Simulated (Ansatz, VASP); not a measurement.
# Nb: VASP beside Ansatz

The input INCAR:

```
SYSTEM = Nb
PREC = Accurate
ENCUT = 520
EDIFF = 1E-7
ISMEAR = -1
SIGMA = 0.05
LREAL = .False.
LASPH = .True.
NELM = 150
ALGO = Normal
ISIF = 2
LWAVE = .False.
LCHARG = .True.
ISPIN = 2
MAGMOM = 0 0
LORBIT = 11
LMAXMIX = 4
GGA = PS
LELF = .True.
LVHAR = .True.
NBANDS = 24
```

KPOINTS

```
Automatic mesh
0
Gamma
  9 9 9
  0 0 0
```

Contents of POSCAR:

```
Nb
1.0
    0.0000000000      2.8296800281      2.8296800281
    2.8296800281      0.0000000000      2.8296800281
    2.8296800281      2.8296800281      0.0000000000
Nb
2
Direct
   -0.1250000000     -0.1250000000     -0.1250000000
    0.1250000000      0.1250000000      0.1250000000
```

Input for Ansatz:

```yaml
crystal:
  lattice:
    - [0.0, 2.8296800281, 2.8296800281]
    - [2.8296800281, 0.0, 2.8296800281]
    - [2.8296800281, 2.8296800281, 0.0]
  atoms:
    - { symbol: Nb, position: [-0.125, -0.125, -0.125] }
    - { symbol: Nb, position: [0.125, 0.125, 0.125] }
kpoints:
  mp_grid: { grid: [9, 9, 9] }
scf:
  occupations: { method: fermi_dirac, width: 0.05 }
  mixing: { algorithm: anderson, beta: 0.3, ndim: 4 }
hamiltonian:
  xc: pbesol
  pseudopotentials: { kind: all_electron, lapw: { basis_error: 0.001 } }
output:
  forces: true
  stress: true
  eigenvalues: true
  populations: true
magnetization:
  spin_polarized: true
```

Alike in both runs: task single point; functional PBEsol; k mesh 9 × 9 × 9; occupations fermi-dirac, width 0.05 eV; collinear spin.

|  | VASP | Ansatz |
| --- | --- | --- |
| version | VASP 6.6.1 | Ansatz 0.2.0 |
| potentials or method | VASP PAW PBE potentials, release 64 (Nb_sv), cutoff 520 eV | all-electron LAPW, scalar-relativistic |

|  | VASP | Ansatz | Ansatz less VASP |
| --- | --- | --- | --- |
| gap on the k mesh at the Fermi level (eV) | none | none | - |
| pressure (GPa) | 6.7 | 6.7 | -0.05 |

VASP's potentials were made for PBE, not for PBEsol. A gap of «none» marks a metal or a gap that the smearing closes. Ansatz ran all-electron here, and VASP with PAW potentials. Ansatz's warnings: no starting moments, stability check not made.
